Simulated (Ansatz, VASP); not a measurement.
Two plane-wave programs on Re

The input INCAR:

```
  PREC = Accurate
  ENCUT = 600
  EDIFF = 1E-6
  ISMEAR = -1
  SIGMA = 0.08
  LREAL = F
  LASPH = T
  NELM = 100
  ALGO = Normal
  ISIF = 3
  LWAVE = F
  LCHARG = F
  GGA = PE
  IBRION = 2
  NSW = 60
  EDIFFG = -0.005
```

Contents of KPOINTS:

```
regular mesh
0
Gamma
  16 16 15
```

Contents of POSCAR:

```
Re
1.0
    2.6733372948      0.0000000000      0.0000000000
   -1.3366686474      2.3151780102      0.0000000000
    0.0000000000      0.0000000000      2.5129370571
Re
1
Direct
    0.0000000000      0.0000000000      0.0000000000
```

Input for Ansatz:

```yaml
crystal:
  lattice:
    - [2.6733372948, 0.0, 0.0]
    - [-1.3366686474, 2.3151780102, 0.0]
    - [0.0, 0.0, 2.5129370571]
  atoms:
    - { symbol: Re, position: [0.0, 0.0, 0.0] }
kpoints:
  mp_grid: { grid: [16, 16, 15] }
scf:
  occupations: { method: fermi_dirac, width: 0.08 }
hamiltonian:
  xc: pbe
  pseudopotentials: { kind: paw }
output:
  forces: true
  stress: true
  write_density: true
  write_potential: true
  elf: true
  volumetric_format: npy
relax:
  f_tol: 0.005
  max_steps: 40
  cell: {}
```

Alike in both runs: task relaxation of cell and atoms; functional PBE; k mesh 16 × 16 × 15; occupations fermi-dirac, width 0.08 eV; no spin polarisation.

|  | VASP | Ansatz |
| --- | --- | --- |
| version | VASP 6.6.1 | Ansatz 0.2.0 |
| potentials or method | VASP PAW PBE potentials, release 64 (Re) | PAW with Ansatz's default frozen-core files, scalar-relativistic |
| plane-wave cutoff (eV) | 600 | 420 |
| valence electrons in the cell | 7 | 15 |

```tsv
	VASP	Ansatz	Ansatz less VASP
relaxed volume (Å³/atom)	16.29	16.34	+0.045
relaxed length of the cell vector where the two differ most in proportion (Å)	2.460	2.469	+0.0092
```

VASP's potentials hold 7 valence electrons a cell and Ansatz's 15, so a difference there can come from the potentials and not from the codes.

Neither program's run includes spin-orbit coupling.
